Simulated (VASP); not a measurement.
# ZnO (P6_3mc) in VASP: notebook

Runs on ZnO. Level: r2SCAN. Tasks: single point.

Everything below comes from runs of VASP 6.6.1. Logs are shortened: lines on timing, memory, paths and dates and some standing lists are left out, and cuts for length are marked.

## Step 1: The cell of the first run

Symmetry: P6_3mc, No. 186, hexagonal system. Conventional cell: a = 3.235 Å, b = 3.235 Å, c = 5.004 Å, α = 90.00°, β = 90.00°, γ = 120.00°. Within 2.6 Å of Zn (site symmetry 3m) lie 4 O at 1.94 to 1.96 Å. Within 2.6 Å of O (site symmetry 3m) lie 4 Zn at 1.94 to 1.96 Å.

## Step 2: Single point, r2SCAN (strain along c alone, the other axes held: -4.0 %, then relaxed in part)

Input file POSCAR:

```
ZnO
1.0
    3.2348692153      0.0000000000      0.0000000000
   -1.6174346076      2.8014789184      0.0000000000
    0.0000000000      0.0000000000      5.0038190767
Zn O
2 2
Direct
    0.6666666667      0.3333333333      0.4943457443
    0.3333333333      0.6666666667     -0.0056542557
    0.6666666667      0.3333333333      0.8859642557
    0.3333333333      0.6666666667      0.3859642557
```

Input file INCAR.step1:

```
  PREC = Accurate
  ENCUT = 520
  ISMEAR = 0
  SIGMA = 0.02
  LREAL = F
  LASPH = T
  NELM = 100
  NBANDS = 26
  GGA = PE
  ALGO = Normal
  EDIFF = 1E-4
  LWAVE = T
  LCHARG = F
```

Input file INCAR.step2:

```
  PREC = Accurate
  ENCUT = 520
  EDIFF = 1E-6
  ISMEAR = 0
  SIGMA = 0.02
  LREAL = F
  LASPH = T
  NELM = 100
  ALGO = Normal
  ISIF = 2
  LWAVE = F
  LCHARG = F
  METAGGA = R2SCAN
  LMIXTAU = T
  NBANDS = 26
  ISTART = 1
```

Input file KPOINTS:

```
Automatic mesh
0
Gamma
  12 12 6
```

Potentials or basis: VASP PAW PBE potentials, release 64 (Zn, O).

The run is started by

```console
cat potpaw_PBE.64/Zn/POTCAR potpaw_PBE.64/O/POTCAR > POTCAR
cp INCAR.step1 INCAR
mpirun -np 1 vasp_std > vasp.out
cp INCAR.step2 INCAR
mpirun -np 1 vasp_std > vasp.out
```

OUTCAR:

```text
PREC = Accurate
   ENCUT = 520
   EDIFF = 1E-6
   ISMEAR = 0
   LREAL = F
   LASPH = T
   NELM = 100
   ISIF = 2
   METAGGA = R2SCAN
   ISTART = 1

 ion  position               nearest neighbor table
   1  0.667  0.333  0.494-   4 1.94   4 1.94   4 1.94   3 1.96
   2  0.333  0.667  0.994-   3 1.94   3 1.94   3 1.94   4 1.96
   3  0.667  0.333  0.886-   2 1.94   2 1.94   2 1.94   1 1.96
   4  0.333  0.667  0.386-   1 1.94   1 1.94   1 1.94   2 1.96

  LATTYP: Found a hexagonal cell.
 ALAT       =     3.2348692153
 C/A-ratio  =     1.5468381389

  Lattice vectors:

 A1 = (   3.2348692153,   0.0000000000,   0.0000000000)
 A2 = (  -1.6174346076,   2.8014789184,   0.0000000000)
 A3 = (   0.0000000000,   0.0000000000,   5.0038190767)

Analysis of symmetry for initial positions (statically):
=====================================================================
 Subroutine PRICEL returns:
 Original cell was already a primitive cell.

 Routine SETGRP: Setting up the symmetry group for a
 hexagonal supercell.

 Subroutine GETGRP returns: Found 12 space group operations
 (whereof  6 operations were pure point group operations)
 out of a pool of 24 trial point group operations.

The static configuration has the point symmetry C_3v.
 The point group associated with its full space group is C_6v.

Analysis of symmetry for dynamics (positions and initial velocities):
=====================================================================
 Subroutine PRICEL returns:
 Original cell was already a primitive cell.

 Routine SETGRP: Setting up the symmetry group for a
 hexagonal supercell.

 Subroutine GETGRP returns: Found 12 space group operations
 (whereof  6 operations were pure point group operations)
 out of a pool of 24 trial point group operations.

The dynamic configuration has the point symmetry C_3v.
 The point group associated with its full space group is C_6v.

 Subroutine INISYM returns: Found 12 space group operations
 (whereof  6 operations are pure point group operations),
 and found     1 'primitive' translations

----------------------------------------------------------------------------------------

                                     Primitive cell

  volume of cell :      45.3467

  direct lattice vectors                    reciprocal lattice vectors
     3.234869215  0.000000000  0.000000000     0.309131508  0.178477160  0.000000000
    -1.617434608  2.801478918  0.000000000     0.000000000  0.356954319  0.000000000
     0.000000000  0.000000000  5.003819077     0.000000000  0.000000000  0.199847354

  length of vectors
     3.234869215  3.234869215  5.003819077     0.356954319  0.356954319  0.199847354

  position of ions in fractional coordinates (direct lattice)
     0.666666667  0.333333333  0.494345744
     0.333333333  0.666666667  0.994345744
     0.666666667  0.333333333  0.885964256
     0.333333333  0.666666667  0.385964256

  ion indices of the primitive-cell ions
   primitive index   ion index
                 1           1
                 2           2
                 3           3
                 4           4

----------------------------------------------------------------------------------------

 KPOINTS: Automatic mesh

Automatic generation of k-mesh.
 Grid dimensions read from file:
 generate k-points for:   12   12    6

 Generating k-lattice:

  Cartesian coordinates                     Fractional coordinates (reciprocal lattice)
     0.025760959  0.014873097  0.000000000     0.083333333 -0.000000000  0.000000000
     0.000000000  0.029746193  0.000000000     0.000000000  0.083333333  0.000000000
     0.000000000  0.000000000  0.033307892     0.000000000  0.000000000  0.166666667

  Length of vectors
     0.029746193  0.029746193  0.033307892

  Shift w.r.t. Gamma in fractional coordinates (k-lattice)
     0.000000000  0.000000000  0.000000000

 Subroutine IBZKPT returns following result:
 ===========================================

 Found     76 irreducible k-points:

 Following reciprocal coordinates:
            Coordinates               Weight
  0.000000  0.000000  0.000000      1.000000
  0.083333  0.000000  0.000000      6.000000
  0.166667  0.000000  0.000000      6.000000
  0.250000  0.000000  0.000000      6.000000
  0.333333  0.000000  0.000000      6.000000
  0.416667  0.000000  0.000000      6.000000
[... 16 lines left out ...]
  0.250000  0.000000  0.166667     12.000000
  0.333333  0.000000  0.166667     12.000000
 [... further k-points ...]
   k-points           NKPTS =     76   k-points in BZ     NKDIM =     76   number of bands    NBANDS=     26
   number of dos      NEDOS =    301   number of ions     NIONS =      4
   total plane-waves  NPLWV =  23040
   dimension x,y,z NGX =    24 NGY =   24 NGZ =   40
   dimension x,y,z NGXF=    48 NGYF=   48 NGZF=   80
   ions per type =               2   2
   NGX,Y,Z   is equivalent  to a cutoff of  12.33, 12.33, 13.29 a.u.
[... 58 lines left out ...]

 E-fermi :   1.3697     XC(G=0): -11.9469

 val. band max:        1.2847288469   @ k =   0.0000   0.0000   0.0000
 cond. band min:       2.6227746110   @ k =   0.0000   0.0000   0.0000
 fundamental gap:      1.3380457641
 Fermi energy:         1.3696680128

 k-point     1 :       0.0000    0.0000    0.0000
  band No.  band energies     occupation
      1     -18.1807      2.00000
      2     -17.3605      2.00000
      3      -4.7955      2.00000
      4      -4.7954      2.00000
      5      -4.6250      2.00000
      6      -4.6122      2.00000
[... 18 lines left out ...]
     25      16.3821      0.00000
     26      17.3007      0.00000

 k-point     2 :       0.0833    0.0000    0.0000
  band No.  band energies     occupation
      1     -18.1413      2.00000
      2     -17.3452      2.00000
      3      -4.8412      2.00000
      4      -4.7669      2.00000
      5      -4.6301      2.00000
      6      -4.5764      2.00000
[... 18 lines left out ...]
     25      16.5197      0.00000
     26      17.3744      0.00000

 k-point     3 :       0.1667    0.0000    0.0000
  band No.  band energies     occupation
      1     -18.0311      2.00000
      2     -17.3050      2.00000
      3      -4.9492      2.00000
      4      -4.6895      2.00000
      5      -4.6558      2.00000
      6      -4.4738      2.00000
[... 18 lines left out ...]
     25      16.5589      0.00000
     26      16.7434      0.00000

 k-point     4 :       0.2500    0.0000    0.0000
  band No.  band energies     occupation
      1     -17.8703      2.00000
      2     -17.2560      2.00000
      3      -5.0558      2.00000
      4      -4.6925      2.00000
      5      -4.5881      2.00000
      6      -4.3738      2.00000
[... 18 lines left out ...]
     25      15.6203      0.00000
     26      16.6546      0.00000

 k-point     5 :       0.3333    0.0000    0.0000
  band No.  band energies     occupation
      1     -17.6922      2.00000
      2     -17.2198      2.00000
      3      -5.1018      2.00000
      4      -4.7370      2.00000
      5      -4.4973      2.00000
      6      -4.2655      2.00000
[... 18 lines left out ...]
     25      15.8506      0.00000
     26      16.4888      0.00000

 k-point     6 :       0.4167    0.0000    0.0000
  band No.  band energies     occupation
      1     -17.5399      2.00000
      2     -17.2116      2.00000
      3      -5.0631      2.00000
      4      -4.8000      2.00000
      5      -4.4407      2.00000
      6      -4.1664      2.00000
[... 427 lines left out ...]
 k-point    21 :       0.0833    0.0000    0.1667
  band No.  band energies     occupation
      1     -18.0900      2.00000
      2     -17.4004      2.00000
      3      -4.8523      2.00000
      4      -4.7623      2.00000
      5      -4.7583      2.00000
      6      -4.5991      2.00000
[... 18 lines left out ...]
     25      16.0645      0.00000
     26      16.2251      0.00000

 k-point    22 :       0.1667    0.0000    0.1667
  band No.  band energies     occupation
      1     -17.9834      2.00000
      2     -17.3545      2.00000
      3      -4.9740      2.00000
      4      -4.7784      2.00000
      5      -4.6830      2.00000
      6      -4.5186      2.00000
[... 18 lines left out ...]
     25      15.8210      0.00000
     26      16.4226      0.00000

 k-point    23 :       0.2500    0.0000    0.1667
  band No.  band energies     occupation
      1     -17.8289      2.00000
      2     -17.2965      2.00000
      3      -5.0866      2.00000
      4      -4.8113      2.00000
      5      -4.5776      2.00000
      6      -4.4230      2.00000
[... 18 lines left out ...]
     25      15.5998      0.00000
     26      16.4456      0.00000

 k-point    24 :       0.3333    0.0000    0.1667
  band No.  band energies     occupation
      1     -17.6588      2.00000
      2     -17.2492      2.00000
      3      -5.1397      2.00000
      4      -4.8523      2.00000
      5      -4.4807      2.00000
      6      -4.3189      2.00000
[... 18 lines left out ...]
     25      15.8360      0.00000
     26      16.3969      0.00000

 [... further k-points ...]
[... 5 lines left out ...]
  --------------------------------------------------------------------------------------
  -------------------------------------------------------------------------------------
  Total        1.8090199      1.8090199      2.8187286      0.0000000     -0.0000000      0.0000000
  in kB       63.9158006     63.9158006     99.5905562      0.0000000     -0.0000000      0.0000000
  external PRESSURE =      75.8073858 kB  Pullay stress =       0.0000000 kB

 VOLUME and BASIS-vectors are now :
 -----------------------------------------------------------------------------
  energy-cutoff  :      520.00
  volume of cell :       45.35
      direct lattice vectors                 reciprocal lattice vectors
     3.234869215  0.000000000  0.000000000     0.309131508  0.178477160  0.000000000
    -1.617434608  2.801478918  0.000000000     0.000000000  0.356954319  0.000000000
     0.000000000  0.000000000  5.003819077     0.000000000  0.000000000  0.199847354

 POSITION                                       TOTAL-FORCE (eV/Angst)
 -----------------------------------------------------------------------------------
      1.61743      0.93383      2.47362        -0.000000      0.000000     -0.021844
     -0.00000      1.86765      4.97553         0.000000      0.000000     -0.021844
      1.61743      0.93383      4.43320        -0.000000      0.000000      0.021844
     -0.00000      1.86765      1.93130        -0.000000     -0.000000      0.021844
 -----------------------------------------------------------------------------------
    total drift:                                0.000001      0.000001     -0.103596

  FREE ENERGIE OF THE ION-ELECTRON SYSTEM (eV)
  ---------------------------------------------------
  free  energy   TOTEN  =       -36.2514848762 eV

  energy  without entropy=      -36.2514848762  energy(sigma->0) =      -36.25148488
```

Run time: 84 s. Hardware: 1 thread of Intel Xeon 6975P-C (Granite Rapids), shared host; peak memory 0.21 GiB.

Results:

```yaml
Free_energy: -36.2515 eV
Pressure: 7.6 GPa
Largest_force: 0.022 eV/Å
Band_gap_on_the_k_mesh: 1.34 eV, direct
```

Forces in eV/Å, atoms in the order of the input:
```
Zn   0.000  0.000 -0.022
Zn   0.000  0.000 -0.022
O    0.000  0.000  0.022
O    0.000  0.000  0.022
```

Stress tensor (GPa, compression positive):
```
6.39 0.00 0.00
0.00 6.39 0.00
0.00 0.00 9.96
```

Levels at points of the mesh, in eV from the valence-band top:
```csv
k point,band 14,band 15,band 16,band 17,band 18,band 19,band 20,band 21,band 22,band 23
"(0.00, 0.00, 0.00)",-0.86,-0.86,-0.14,0.00,0.00,1.34,5.87,9.34,13.55,13.55
"(0.50, 0.00, 0.00)",-3.72,-2.93,-2.55,-1.29,-1.01,6.60,7.35,8.48,9.37,11.89
"(0.00, 0.00, 0.50)",-2.18,-0.42,-0.42,-0.42,-0.42,4.11,4.11,11.26,11.26,13.84
"(0.50, 0.00, 0.50)",-3.84,-1.72,-1.72,-1.30,-1.30,6.40,6.40,9.42,9.42,12.15
```

Caveat: the cell differs from its parent crystal (strain along c alone, the other axes held: -4.0 %, then relaxed in part); the PAW data sets were made with another functional, which shifts forces and pressure a little.

## Step 3: Single point, r2SCAN (strain along c alone, the other axes held: -2.0 %, then relaxed in part)

Input file POSCAR:

```
ZnO
1.0
    3.2348692153      0.0000000000      0.0000000000
   -1.6174346076      2.8014789184      0.0000000000
    0.0000000000      0.0000000000      5.1080653075
Zn O
2 2
Direct
    0.6666666667      0.3333333333      0.4975804252
    0.3333333333      0.6666666667     -0.0024195748
    0.6666666667      0.3333333333      0.8827295748
    0.3333333333      0.6666666667      0.3827295748
```

Input file INCAR.step1:

```
SYSTEM = ZnO
ALGO     = Normal         ! electronic algorithm
EDIFF    = 1E-4           ! SCF threshold, eV
ENCUT    = 520            ! plane-wave cutoff, eV
GGA      = PE             ! functional
ISMEAR   = 0              ! smearing method
LASPH    = .True.         ! aspherical terms in the spheres
LCHARG   = .False.        ! write CHGCAR
LREAL    = .False.        ! projectors in reciprocal space
LWAVE    = .True.         ! write WAVECAR
NBANDS   = 26             ! bands
NELM     = 80             ! most SCF steps
PREC     = Accurate       ! precision mode
SIGMA    = 0.02           ! smearing width, eV
```

Input file INCAR.step2:

```
SYSTEM = ZnO
ALGO     = Normal         ! electronic algorithm
EDIFF    = 1E-7           ! SCF threshold, eV
ENCUT    = 520            ! plane-wave cutoff, eV
ISIF     = 2              ! what is computed and relaxed
ISMEAR   = 0              ! smearing method
ISTART   = 1            
LASPH    = .True.         ! aspherical terms in the spheres
LCHARG   = .True.         ! write CHGCAR
LELF     = .True.         ! ELF
LMIXTAU  = .True.       
LREAL    = .False.        ! projectors in reciprocal space
LVHAR    = .True.       
LWAVE    = .False.        ! write WAVECAR
METAGGA  = R2SCAN         ! meta-GGA
NBANDS   = 26             ! bands
NELM     = 80             ! most SCF steps
PREC     = Accurate       ! precision mode
SIGMA    = 0.02           ! smearing width, eV
```

Input file KPOINTS:

```
k-points
0
Gamma
  12 12 6
  0 0 0
```

Potentials or basis: VASP PAW PBE potentials, release 64 (Zn, O).

The run is started by

```console
cat potpaw_PBE.64/Zn/POTCAR potpaw_PBE.64/O/POTCAR > POTCAR
cp INCAR.step1 INCAR
mpirun -np 1 vasp_std > vasp.out
cp INCAR.step2 INCAR
mpirun -np 1 vasp_std > vasp.out
```

Run time: 1.8 min. Hardware: 1 thread of Intel Xeon 6975P-C (Granite Rapids), shared host; peak memory 0.22 GiB.

It converged, with:

- Free energy: -36.2971 eV
- Pressure: 4.3 GPa
- Largest force: 0.008 eV/Å
- Band gap on the k mesh: 1.29 eV, direct

Forces in eV/Å, atoms in the order of the input:
```
Zn   0.000  0.000 -0.008
Zn   0.000  0.000 -0.008
O    0.000  0.000  0.008
O    0.000  0.000  0.008
```

Stress tensor (GPa, compression positive):
```
3.54 0.00 0.00
0.00 3.54 0.00
0.00 0.00 5.70
```

Levels at points of the mesh, in eV from the valence-band top:
| k point | band 16 | band 17 | band 18 | band 19 | band 20 | band 21 |
| --- | --- | --- | --- | --- | --- | --- |
| (0.00, 0.00, 0.00) | -0.11 | 0.00 | 0.00 | 1.29 | 5.87 | 9.08 |
| (0.50, 0.00, 0.00) | -2.44 | -1.30 | -0.93 | 6.52 | 7.36 | 8.28 |
| (0.00, 0.00, 0.50) | -0.41 | -0.41 | -0.41 | 4.02 | 4.02 | 11.04 |
| (0.50, 0.00, 0.50) | -1.64 | -1.36 | -1.36 | 6.33 | 6.33 | 9.30 |

Caveat: the cell differs from its parent crystal (strain along c alone, the other axes held: -2.0 %, then relaxed in part); the PAW data sets were made with another functional, which shifts forces and pressure a little.

## Step 4: Single point, r2SCAN (strain along c alone, the other axes held: +2.0 %, then relaxed in part)

Input file POSCAR:

```
ZnO
1.0
    3.2348692153      0.0000000000      0.0000000000
   -1.6174346076      2.8014789184      0.0000000000
    0.0000000000      0.0000000000      5.3165577690
Zn O
2 2
Direct
    0.6666666667      0.3333333333      0.5027552805
    0.3333333333      0.6666666667      0.0027552805
    0.6666666667      0.3333333333      0.8775547195
    0.3333333333      0.6666666667      0.3775547195
```

Input file INCAR.step1:

```
SYSTEM = ZnO
  ALGO = Normal
  EDIFF = 1E-4
  ENCUT = 520
  GGA = PE
  ISMEAR = 0
  LASPH = .True.
  LCHARG = .False.
  LREAL = .False.
  LWAVE = .True.
  NBANDS = 26
  NELM = 60
  PREC = Accurate
  SIGMA = 0.02
```

Input file INCAR.step2:

```
SYSTEM = ZnO
  ALGO = Normal
  EDIFF = 1E-6
  ENCUT = 520
  ISIF = 2
  ISMEAR = 0
  ISTART = 1
  LASPH = .True.
  LCHARG = .False.
  LMIXTAU = .True.
  LREAL = .False.
  LWAVE = .False.
  METAGGA = R2SCAN
  NBANDS = 26
  NELM = 60
  PREC = Accurate
  SIGMA = 0.02
```

KPOINTS is that of step 3.

The run is started by

```console
cat potpaw_PBE.64/Zn/POTCAR potpaw_PBE.64/O/POTCAR > POTCAR
cp INCAR.step1 INCAR
mpirun -np 1 vasp_std > vasp.out
cp INCAR.step2 INCAR
mpirun -np 1 vasp_std > vasp.out
```

Wall time 99 s (1 thread of Intel Xeon 6975P-C (Granite Rapids), shared host); peak memory 0.22 GiB.

The run converged. Its results:

```
Free energy            : -36.3097 eV
Pressure               : -1.9 GPa
Largest force          : 0.004 eV/Å
Band gap on the k mesh : 1.18 eV, direct
```

Forces in eV/Å, atoms in the order of the input:
```
Zn   0.000  0.000  0.004
Zn   0.000  0.000  0.004
O    0.000  0.000 -0.004
O    0.000  0.000 -0.004
```

Stress tensor (GPa, compression positive):
```
-1.17  0.00  0.00
 0.00 -1.17  0.00
 0.00  0.00 -3.41
```

Levels at points of the mesh, in eV from the valence-band top:
```tsv
k point	band 16	band 17	band 18	band 19	band 20	band 21
(0.00, 0.00, 0.00)	-0.11	0.00	0.00	1.18	5.88	8.58
(0.50, 0.00, 0.00)	-2.23	-1.33	-0.81	6.35	7.35	7.89
(0.00, 0.00, 0.50)	-0.39	-0.39	-0.39	3.85	3.85	10.62
(0.50, 0.00, 0.50)	-1.48	-1.46	-1.46	6.17	6.17	9.06
```

Caveat: the cell differs from its parent crystal (strain along c alone, the other axes held: +2.0 %, then relaxed in part); the PAW data sets were made with another functional, which shifts forces and pressure a little.

## Step 5: The runs side by side

| cell | gap on the mesh (eV) | pressure (GPa) | largest force (eV/Å) |
| --- | --- | --- | --- |
| a = 3.235, b = 3.235, c = 5.004 Å, angles 90.0, 90.0, 120.0°, 4 atoms | 1.34 | 7.6 | 0.02 |
| a = 3.235, b = 3.235, c = 5.108 Å, angles 90.0, 90.0, 120.0°, 4 atoms | 1.29 | 4.3 | 0.01 |
| a = 3.235, b = 3.235, c = 5.317 Å, angles 90.0, 90.0, 120.0°, 4 atoms | 1.18 | -1.9 | - |

Alike in all rows: task single point; level r2SCAN; potentials or basis VASP PAW PBE potentials, release 64 (Zn, O); no spin polarisation; k mesh 12 × 12 × 6; cutoff (eV) 520; smearing gaussian 0.02 eV.

Caveats: the PAW data sets were made with another functional, which shifts forces and pressure a little.

Absolute energies hang on the potentials; compare differences alone.
